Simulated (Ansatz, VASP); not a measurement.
## One calculation of HgTe, two programs

```
CELL_PARAMETERS angstrom
0.00000 2.88202 2.88202
2.88202 0.00000 2.88202
2.88202 2.88202 0.00000
ATOMIC_POSITIONS crystal
Hg 0.00000 0.00000 0.00000
Te 0.50000 0.50000 0.50000
```

Change from the starting cell: volume scaled by 0.96, ions relaxed.

Alike in both runs: functional PBE; k mesh 14 × 14 × 14; occupations fermi-dirac, width 0.05 eV; no spin polarisation.

Ansatz relaxed the structure, and its values are those at the end. VASP's run is a single point on that final structure, the one shown.

|  | VASP | Ansatz |
| --- | --- | --- |
| version | VASP 6.6.1 | Ansatz 0.2.0 |
| potentials or method | VASP PAW PBE potentials, release 64 (Hg, Te) | plane-wave PAW, scalar-relativistic |
| plane-wave cutoff (eV) | 520 | 420 |
| valence electrons in the cell | 18 | 36 |

VASP gave:

* pressure (GPa): 15.1

Question: Estimate Ansatz's values.

Answer: Pressure (GPa): 14.8.

VASP's potentials hold 18 valence electrons a cell and Ansatz's 36, so a difference there can come from the potentials and not from the codes. Ansatz's warnings: stress scf threshold loose.

Neither program's run includes spin-orbit coupling.
